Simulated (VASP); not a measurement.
**Eu: single point with PBE**

The system is Eu.

```
CELL_PARAMETERS angstrom
0.00000 2.16376 2.16376
2.16376 0.00000 2.16376
2.16376 2.16376 0.00000
ATOMIC_POSITIONS crystal
Eu 0.00000 0.00000 0.00000
```

```
Program                : VASP 6.6.1
Task                   : single point
Functional             : PBE
Potentials or basis    : VASP PAW PBE potentials, release 64 (Eu)
Cutoff                 : 520 eV
k mesh                 : 15 × 15 × 15
Occupations            : fermi-dirac, width 0.08 eV
Spin                   : collinear spin, ferromagnetic start
Starting moments       : [7.0] μB
Dipole correction      : no
Further INCAR settings : ALGO = Normal; EDIFF = 1e-07; NBANDS = 18
```

The pressure is 34.3 GPa, the band gap on the k mesh is zero (filled and empty bands overlap) and the net moment is 7.00 μB per cell. The site moments are Eu +6.59 μB and the valence electrons inside the program's atomic spheres are Eu 15.18.

Levels at points of the mesh, in eV from the Fermi level:
Spin up:
```
           k point  band 10  band 11  band 12  band 13  band 14  band 15
(0.00, 0.00, 0.00)    -0.31    -0.31    -0.31     2.15     2.15     2.15
```
Spin down:
```tsv
k point	band 2	band 3	band 4	band 5	band 6	band 7	band 8	band 9
(0.00, 0.00, 0.00)	-16.28	-16.28	-16.28	-3.05	2.70	3.40	3.40	3.40
```

It took 51 s on 1 thread of Intel(R) Xeon(R) 6975P-C (Granite Rapids), on a shared host, peak memory 0.21 GiB.

Caveat: spin-orbit coupling is left out, which moves the levels of the heavy elements. The state reached can hang on the start; a lower one may exist.
